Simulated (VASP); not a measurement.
# ZnTe3P2Pt (R-3m) in VASP: a series of runs

ZnTe3P2Pt is run at these levels: PBE; tasks: single point, relaxation of cell and atoms.

Program: VASP 6.6.1. These are calculated values, not measurements. Logs are shortened: lines on timing, memory, paths and dates and some standing lists are left out, and cuts for length are marked.

### 1 The cell of the first run

It takes space group R-3m (No. 166, trigonal). The conventional cell has a = 7.161 Å, b = 7.161 Å, c = 11.684 Å, α = 90.00°, β = 90.00°, γ = 120.00°. Zn (site symmetry -3m) has 6 Te at 2.84 Å and 2 P at 3.61 Å within 3.7 Å. Te (site symmetry 2/m) has 2 P at 2.66 Å and 2 Zn at 2.84 Å and 2 Pt at 3.58 Å and 4 Te at 3.58 Å within 3.6 Å. Within 2.9 Å of P (site symmetry 3m) lie 1 Pt at 2.23 Å and 3 Te at 2.66 Å. Within 2.9 Å of Pt (site symmetry -3m) lie 2 P at 2.23 Å.

The cell was generated, and may not be a known phase.

### 2 Single point, PBE

File INCAR:

```
SYSTEM = ZnTe3P2Pt
PREC     = Accurate       ! precision mode
ENCUT    = 520            ! plane-wave cutoff, eV
EDIFF    = 1E-7           ! SCF threshold, eV
ISMEAR   = 0              ! smearing method
SIGMA    = 0.2            ! smearing width, eV
LREAL    = .FALSE.        ! projectors in reciprocal space
LASPH    = .TRUE.         ! aspherical terms in the spheres
NELM     = 80             ! most SCF steps
ALGO     = Normal         ! electronic algorithm
ISIF     = 2              ! what is computed and relaxed
LWAVE    = .FALSE.        ! write WAVECAR
LCHARG   = .FALSE.        ! write CHGCAR
GGA      = PE             ! functional
NBANDS   = 34             ! bands
```

File KPOINTS:

```
regular mesh
0
G
  3 3 3
  0 0 0
```

File POSCAR:

```
ZnTe3P2Pt
1.0
    3.5804192602      2.0671560237      3.8946414670
   -3.5804192602      2.0671560237      3.8946414670
    0.0000000000     -4.1343120474      3.8946414670
Zn Te P Pt
1 3 2 1
Direct
    0.0000000000      0.0000000000      0.0000000000
    0.0000000000      0.0000000000      0.5000000000
    0.5000000000      0.0000000000      0.0000000000
    0.0000000000      0.5000000000      0.0000000000
    0.3093947616      0.3093947616      0.3093947616
    0.6906052384      0.6906052384      0.6906052384
    0.5000000000      0.5000000000      0.5000000000
```

Potentials or basis: VASP PAW PBE potentials, release 64 (Zn, Te, P, Pt).

Started as:

```
> cat potpaw_PBE.64/Zn/POTCAR potpaw_PBE.64/Te/POTCAR potpaw_PBE.64/P/POTCAR potpaw_PBE.64/Pt/POTCAR > POTCAR
> mpirun -np 1 vasp_std > vasp.out
```

OUTCAR:

```text
SYSTEM = ZnTe3P2Pt
   PREC = Accurate
   ENCUT = 520
   EDIFF = 1E-7
   ISMEAR = 0
   LREAL = .FALSE.
   LASPH = .TRUE.
   NELM = 80
   ISIF = 2
   GGA = PE

 ion  position               nearest neighbor table
   1  0.000  0.000  0.000-   3 2.84   4 2.84   4 2.84   3 2.84   2 2.84   2 2.84
   2  0.000  0.000  0.500-   5 2.66   6 2.66   1 2.84   1 2.84   7 3.58   7 3.58   4 3.58   3 3.58
                             3 3.58   4 3.58
   3  0.500  0.000  0.000-   5 2.66   6 2.66   1 2.84   1 2.84   4 3.58   4 3.58   7 3.58   7 3.58
                             2 3.58   2 3.58
   4  0.000  0.500  0.000-   5 2.66   6 2.66   1 2.84   1 2.84   3 3.58   3 3.58   2 3.58   7 3.58
                             2 3.58   7 3.58
   5  0.309  0.309  0.309-   7 2.23   4 2.66   3 2.66   2 2.66
   6  0.691  0.691  0.691-   7 2.23   4 2.66   3 2.66   2 2.66
   7  0.500  0.500  0.500-   5 2.23   6 2.23   2 3.58   2 3.58   3 3.58   3 3.58   4 3.58   4 3.58

  LATTYP: Found a trigonal (rhomboedric) cell.
 ALAT       =     5.6798563592
 COS(alpha) =     0.2052636828

  Lattice vectors:

 A1 = (   3.5804192602,   2.0671560237,   3.8946414670)
 A2 = (  -3.5804192602,   2.0671560237,   3.8946414670)
 A3 = (   0.0000000000,  -4.1343120474,   3.8946414670)

Analysis of symmetry for initial positions (statically):
=====================================================================
 Subroutine PRICEL returns:
 Original cell was already a primitive cell.

 Routine SETGRP: Setting up the symmetry group for a
 trigonal (rhombohedral) supercell.

 Subroutine GETGRP returns: Found 12 space group operations
 (whereof 12 operations were pure point group operations)
 out of a pool of 12 trial point group operations.

The static configuration has the point symmetry D_3d.

Analysis of symmetry for dynamics (positions and initial velocities):
=====================================================================
 Subroutine PRICEL returns:
 Original cell was already a primitive cell.

 Routine SETGRP: Setting up the symmetry group for a
 trigonal (rhombohedral) supercell.

 Subroutine GETGRP returns: Found 12 space group operations
 (whereof 12 operations were pure point group operations)
 out of a pool of 12 trial point group operations.

The dynamic configuration has the point symmetry D_3d.

 Subroutine INISYM returns: Found 12 space group operations
 (whereof 12 operations are pure point group operations),
 and found     1 'primitive' translations

----------------------------------------------------------------------------------------

                                     Primitive cell
[... 89 lines left out ...]
   ISYM   =      2    0-nonsym 1-usesym 2-fastsym
   POTIM  = 0.5000    time-step for ionic-motion
   TEBEG  =    0.0;   TEEND  =   0.0 temperature during run
   PSTRESS=    0.0 pullay stress
   NELECT =      50.0000    total number of electrons
   NUPDOWN=      -1.0000    fix difference up-down
   EMIN   =  10.00;   EMAX   =-10.00  energy-range for DOS
   EFERMI =   0.00;   METHOD = LEGACY
   ISMEAR =     0;   SIGMA  =   0.20  broadening in eV -4-tet -1-fermi 0-gaus
   EFERMI_NEDOS =   21; number of points for ismear=-14 and -15
   IALGO  =     38    algorithm
   IMIX   =      4    mixing-type and parameters
     AMIX     =   0.40;   BMIX     =  1.00
     AMIX_MAG =   1.60;   BMIX_MAG =  1.00
  volume/ion in A,a.u.               =      24.71       166.73
  Fermi-wavevector in a.u.,A,eV,Ry     =   1.082487  2.045605 15.943023  1.171779
  Thomas-Fermi vector in A             =   2.218530
   LORBIT       =      0    0 simple, 1 ext, 2 COOP (PROOUT), +10 PAW based schemes
   GGA     = PE    functional components
   LHFCALC =     F    Hartree Fock is set to
   AEXX    =    0.0000 exact exchange contribution
   IVDW    =     0    specifies the selected vdW correction
   LEPSILON=     F    determine dielectric tensor
   LRPA    =     F    only Hartree local field effects (RPA)
 non-spin polarized calculation
 Gauss-broadening in eV      SIGMA  =   0.20
  energy-cutoff  :      520.00
  volume of cell :      172.95
 maximum number of plane-waves:      4673
 NGX is ok and might be reduce to    42
   NGX = 21   NGY = 21   NGZ = 21

 number of electron      49.9999978 magnetization

 Free energy of the ion-electron system (eV)
  ---------------------------------------------------
  ext. energy  EPLUGINS =         0.00000000
  ---------------------------------------------------
  free energy    TOTEN  =       -25.78667756 eV

  energy without entropy =      -25.74730457  energy(sigma->0) =      -25.76699107

 E-fermi :   5.7799     XC(G=0):  -9.8375

 val. band max:        5.7039031755   @ k =   0.0000   0.0000   0.0000
 cond. band min:       5.9609164810   @ k =   0.3333   0.0000   0.0000
 fundamental gap:      0.2570133055
 Fermi energy:         5.7798848919

 k-point     1 :       0.0000    0.0000    0.0000
  band No.  band energies     occupation
      1      -7.9140      2.00000
      2      -5.2355      2.00000
      3      -5.2355      2.00000
      4      -4.9489      2.00000
      5      -3.6077      2.00000
      6      -1.2882      2.00000
[... 211 lines left out ...]
     33      10.4248      0.00000
     34      10.9364      0.00000

------------------------ aborting loop because EDIFF is reached ----------------------------------------

  FORCE on cell =-STRESS in cart. coord.  units (eV):
  Direction    XX          YY          ZZ          XY          YZ          ZX
  --------------------------------------------------------------------------------------
  -------------------------------------------------------------------------------------
  Total        0.2877587      0.2877587     -0.2846260      0.0000000     -0.0000000      0.0000000
  in kB        2.6657112      2.6657112     -2.6366917      0.0000000     -0.0000000      0.0000000
  external PRESSURE =       0.8982436 kB  Pullay stress =       0.0000000 kB

 VOLUME and BASIS-vectors are now :
 -----------------------------------------------------------------------------
  energy-cutoff  :      520.00
  volume of cell :      172.95
      direct lattice vectors                 reciprocal lattice vectors
     3.580419260  2.067156024  3.894641467     0.139648450  0.080626070  0.085587681
    -3.580419260  2.067156024  3.894641467    -0.139648450  0.080626070  0.085587681
     0.000000000 -4.134312047  3.894641467     0.000000000 -0.161252140  0.085587681

 POSITION                                       TOTAL-FORCE (eV/Angst)
 -----------------------------------------------------------------------------------
      0.00000      0.00000      0.00000         0.000000     -0.000000      0.000000
      0.00000     -2.06716      1.94732         0.000000     -0.000000      0.000000
      1.79021      1.03358      1.94732         0.000000     -0.000000      0.000000
     -1.79021      1.03358      1.94732         0.000000     -0.000000      0.000000
      0.00000      0.00000      3.61495         0.000000      0.000000     -0.028873
      0.00000      0.00000      8.06898         0.000000     -0.000000      0.028873
      0.00000      0.00000      5.84196         0.000000     -0.000000     -0.000000
 -----------------------------------------------------------------------------------
    total drift:                                0.000000      0.000000     -0.000000

  FREE ENERGIE OF THE ION-ELECTRON SYSTEM (eV)
  ---------------------------------------------------
  free  energy   TOTEN  =       -25.7866775617 eV

  energy  without entropy=      -25.7473045700  energy(sigma->0) =      -25.76699107
```

OSZICAR:

```text
N       E                     dE             d eps       ncg     rms          rms(c)
DAV:   1     0.300268330454E+03    0.30027E+03   -0.20983E+04   408   0.136E+03
DAV:   2     0.197166670506E+01   -0.29830E+03   -0.27990E+03   456   0.284E+02
DAV:   3    -0.258621433117E+02   -0.27834E+02   -0.26858E+02   530   0.885E+01
DAV:   4    -0.266368792198E+02   -0.77474E+00   -0.77036E+00   456   0.153E+01
DAV:   5    -0.266566392878E+02   -0.19760E-01   -0.19748E-01   544   0.252E+00    0.176E+01
DAV:   6    -0.258731102687E+02    0.78353E+00   -0.24066E+00   566   0.212E+01    0.907E+00
DAV:   7    -0.258469474371E+02    0.26163E-01   -0.79829E-01   458   0.685E+00    0.501E+00
DAV:   8    -0.257945341375E+02    0.52413E-01   -0.28336E-01   436   0.414E+00    0.282E+00
DAV:   9    -0.257875419590E+02    0.69922E-02   -0.31495E-02   492   0.162E+00    0.661E-01
DAV:  10    -0.257866940572E+02    0.84790E-03   -0.66795E-03   470   0.440E-01    0.508E-01
DAV:  11    -0.257866913266E+02    0.27307E-05   -0.55533E-04   500   0.166E-01    0.201E-01
DAV:  12    -0.257866821871E+02    0.91394E-05   -0.11110E-04   468   0.671E-02    0.716E-02
DAV:  13    -0.257866779494E+02    0.42378E-05   -0.33600E-05   476   0.501E-02    0.334E-02
DAV:  14    -0.257866775315E+02    0.41782E-06   -0.41121E-06   478   0.203E-02    0.644E-03
DAV:  15    -0.257866776539E+02   -0.12233E-06   -0.32966E-07   374   0.447E-03    0.206E-03
DAV:  16    -0.257866775617E+02    0.92115E-07   -0.16851E-07   282   0.242E-03
   1 F= -.25786678E+02 E0= -.25766991E+02  d E =-.393730E-01
```

stdout:

```text
POSCAR found type information on POSCAR ZnTeP Pt
 POSCAR found :  4 types and       7 ions
 scaLAPACK will be used
 LDA part: xc-table for (Slater+PW92), standard interpolation
 POSCAR, INCAR and KPOINTS ok, starting setup
 FFT: planning ... GRIDC
 FFT: planning ... GRID_SOFT
 FFT: planning ... GRID
 WAVECAR not read
 entering main loop
```

Wall time 47 s (1 thread of Oxide Virtual Turin-like, shared host); peak memory 0.24 GiB.

What came out:

- Free energy: -25.7867 eV
- Pressure: 0.1 GPa
- Largest force: 0.029 eV/Å
- Band gap on the k mesh: zero (bands 25 and 26 overlap by 0.66 eV)

Forces on the atoms (eV/Å):
```
Zn   0.000  0.000  0.000
Te   0.000  0.000  0.000
Te   0.000  0.000  0.000
Te   0.000  0.000  0.000
P    0.000  0.000 -0.029
P    0.000  0.000  0.029
Pt   0.000  0.000  0.000
```

Levels at points of the mesh, in eV from the Fermi level:
```tsv
k point	band 23	band 24	band 25	band 26	band 27	band 28
(0.00, 0.00, 0.00)	-1.00	-0.74	-0.74	-0.08	0.25	0.25
```

Caveat: the k points lie up to 0.38 Å⁻¹ apart, too coarse for converged energies and pressures of a metal; spin-orbit coupling is left out, which moves the levels of the heavy elements.

### 3 Relaxation of cell and atoms, PBE

This run uses another cell than the first one, of 25.49 Å³/atom.

File INCAR:

```
SYSTEM = ZnTe3P2Pt
ALGO     = Normal         ! electronic algorithm
EDIFF    = 1E-6           ! SCF threshold, eV
EDIFFG   = -0.08          ! ionic threshold
ENCUT    = 600            ! plane-wave cutoff, eV
GGA      = PE             ! functional
IBRION   = 2              ! ionic algorithm
ISIF     = 3              ! what is computed and relaxed
ISMEAR   = 0              ! smearing method
LASPH    = .True.         ! aspherical terms in the spheres
LCHARG   = .False.        ! write CHGCAR
LREAL    = .False.        ! projectors in reciprocal space
LWAVE    = .False.        ! write WAVECAR
NELM     = 100            ! most SCF steps
NSW      = 36             ! ionic steps
PREC     = Accurate       ! precision mode
SIGMA    = 0.2            ! smearing width, eV
```

File KPOINTS:

```
k-points
0
Gamma
  3 3 3
  0 0 0
```

File POSCAR:

```
ZnTe3P2Pt
1.0
    3.0263692100      1.7472750800      5.6246424000
   -3.0263692100      1.7472750800      5.6246424000
    0.0000000000     -3.4945501600      5.6246424000
Zn Te P Pt
1 3 2 1
Direct
    0.0000000000      0.0000000000      0.0000000000
    0.0000000000      0.0000000000      0.5000000000
    0.5000000000      0.0000000000      0.0000000000
    0.0000000000      0.5000000000      0.0000000000
    0.3646063400      0.3646063400      0.3646063400
    0.6353936600      0.6353936600      0.6353936600
    0.5000000000      0.5000000000      0.5000000000
```

Potentials or basis: VASP PAW PBE potentials, release 64 (Zn, Te, P, Pt).

Started as:

```
> cat potpaw_PBE.64/Zn/POTCAR potpaw_PBE.64/Te/POTCAR potpaw_PBE.64/P/POTCAR potpaw_PBE.64/Pt/POTCAR > POTCAR
> mpirun -np 1 vasp_std > vasp.out
```

Run time: 15 min. Hardware: 1 thread of Oxide Virtual Turin-like, shared host; peak memory 0.42 GiB.

Results (log left out):

- Free energy: -25.7841 eV
- Relaxed volume: 24.81 Å³/atom
- Relaxed cell: a = 5.681 Å, b = 5.681 Å, c = 5.681 Å, α = 78.53°, β = 78.53°, γ = 78.53°
- Space group after relaxing (to 0.1 Å): R-3m (No. 166)
- Energy gained by relaxing: 451.2 meV/atom
- Ionic steps: 17
- Pressure after relaxing: 0.1 GPa
- Largest force after relaxing: 0.038 eV/Å
- Band gap on the k mesh: zero (bands 25 and 26 overlap by 0.65 eV)

Forces on the atoms (eV/Å):
```
Zn   0.000  0.000  0.000
Te   0.000  0.000  0.000
Te   0.000  0.000  0.000
Te   0.000  0.000  0.000
P    0.000  0.000  0.038
P    0.000  0.000 -0.038
Pt   0.000  0.000  0.000
```

The path:
| step | energy change (eV) | largest force (eV/Å) | pressure (GPa) | volume (Å³) |
| --- | --- | --- | --- | --- |
| 1 | 0.0000 | 0.4002 | -0.08 | 178.46 |
| 2 | -0.1214 | 0.7012 | -0.15 | 178.06 |
| 3 | -0.2056 | 1.6312 | 0.61 | 176.89 |
| 4 | -0.2637 | 1.4411 | 0.00 | 177.27 |
| 5 | -0.4140 | 1.0423 | -1.56 | 178.30 |
| 6 | -0.8788 | 0.9442 | -3.94 | 179.84 |
| 7 | -2.2385 | 0.4146 | -4.87 | 180.65 |
| 8 | -1.7237 | 2.6938 | 7.67 | 172.00 |
| 9 | -3.1390 | 0.1870 | -1.09 | 178.35 |
| 10 | -3.1333 | 0.0849 | -1.59 | 178.71 |
| 11 | -3.0213 | 0.2992 | 3.30 | 169.28 |
| 12 | -3.1528 | 0.0243 | -0.40 | 176.09 |
| 13 | -3.1529 | 0.0194 | -0.34 | 175.97 |
| 14 | -3.1578 | 0.0942 | -0.20 | 174.53 |
| 15 | -3.1580 | 0.1185 | -0.15 | 174.22 |
| 16 | -3.1573 | 0.0776 | 0.39 | 172.82 |
| 17 | -3.1586 | 0.0384 | 0.08 | 173.64 |

Final structure:
```
CELL_PARAMETERS angstrom
3.59534 2.07577 3.87764
-3.59534 2.07577 3.87764
0.00000 -4.15154 3.87764
ATOMIC_POSITIONS crystal
Zn 0.00000 0.00000 0.00000
Te 0.00000 0.00000 0.50000
Te 0.50000 0.00000 0.00000
Te 0.00000 0.50000 0.00000
P 0.30854 0.30854 0.30854
P 0.69146 0.69146 0.69146
Pt 0.50000 0.50000 0.50000
```

Levels at points of the mesh, in eV from the Fermi level:
```tsv
k point	band 23	band 24	band 25	band 26	band 27	band 28
(0.00, 0.00, 0.00)	-0.97	-0.75	-0.75	-0.09	0.28	0.28
```

Caveat: the k points lie up to 0.38 Å⁻¹ apart in the final cell, too coarse for converged energies and pressures of a metal; spin-orbit coupling is left out, which moves the levels of the heavy elements; the relaxation stopped at a loose force limit of 0.08 eV/Å, so its end isn't a converged minimum.

The gap in the log of VASP goes by the Fermi energy; the results here count the filled bands.